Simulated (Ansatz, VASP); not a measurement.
# Two plane-wave programs on Bi

```
Bi
1.0
     0.00000    3.56313    3.56313
     3.56313    0.00000    3.56313
     3.56313    3.56313    0.00000
Bi
2
Direct
  0.50000 0.50000 0.50000
  0.75000 0.75000 0.75000
```

Alike in both runs: functional PBEsol; k mesh 4 × 4 × 4; occupations gaussian, width 0.1 eV; no spin polarisation.

Ansatz relaxed the structure, and its values are those at the end. VASP's run is a single point on that final structure, the one shown.

```csv
,VASP,Ansatz
version,VASP 6.6.1,Ansatz 0.2.0
potentials or method,"VASP PAW PBE potentials, release 64 (Bi_d), cutoff 520 eV","scalar-relativistic, plane waves, PAW"
valence electrons in the cell,30,30
```

```tsv
	VASP	Ansatz	Ansatz less VASP
gap on the k mesh at the Fermi level (eV)	none	none	-
pressure (GPa)	-0.1	0.0	+0.07
```

VASP's potentials were made for PBE, not for PBEsol. A gap of «none» marks a metal or a gap that the smearing closes.

The k mesh is coarse, so the values compare programs but aren't converged. Neither program's run includes spin-orbit coupling.
